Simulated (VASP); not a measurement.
A run of VASP 6.6.1 is set up as follows.

Contents of INCAR:

```
SYSTEM = Pt
  ALGO = Normal
  EDIFF = 1E-7
  ENCUT = 520
  GGA = CA
  ISIF = 2
  ISMEAR = 0
  LASPH = .TRUE.
  LCHARG = .FALSE.
  LREAL = .FALSE.
  LWAVE = .FALSE.
  NBANDS = 11
  NELM = 100
  PREC = Accurate
  SIGMA = 0.15
```

KPOINTS

```
k-points
0
G
  20 20 20
  0 0 0
```

Contents of POSCAR:

```
Pt
1.0
    0.2920150933      2.0733071621      2.0733071621
    2.0733071621      0.2920150933      2.0733071621
    2.0733071621      2.0733071621      0.2920150933
Pt
1
Direct
    0.0000000000      0.0000000000      0.0000000000
```

Potentials or basis: VASP PAW LDA potentials, release 64 (Pt).

Command:

```console
$ cat potpaw_LDA.64/Pt/POTCAR > POTCAR
$ mpirun -np 1 vasp_std > vasp.out
```

Q: What does it give for the pressure?

A: 39.1 GPa.

Q: Predict the band gap on the k mesh.

A: Zero (band 5 reaches 13.90 eV, above the bottom of band 6 at 10.78 eV).

Stress tensor (GPa, compression positive):
```
 39.14 -24.06 -24.06
-24.06  39.14 -24.06
-24.06 -24.06  39.14
```

Caveat: spin-orbit coupling is left out, which moves the levels of the heavy elements.
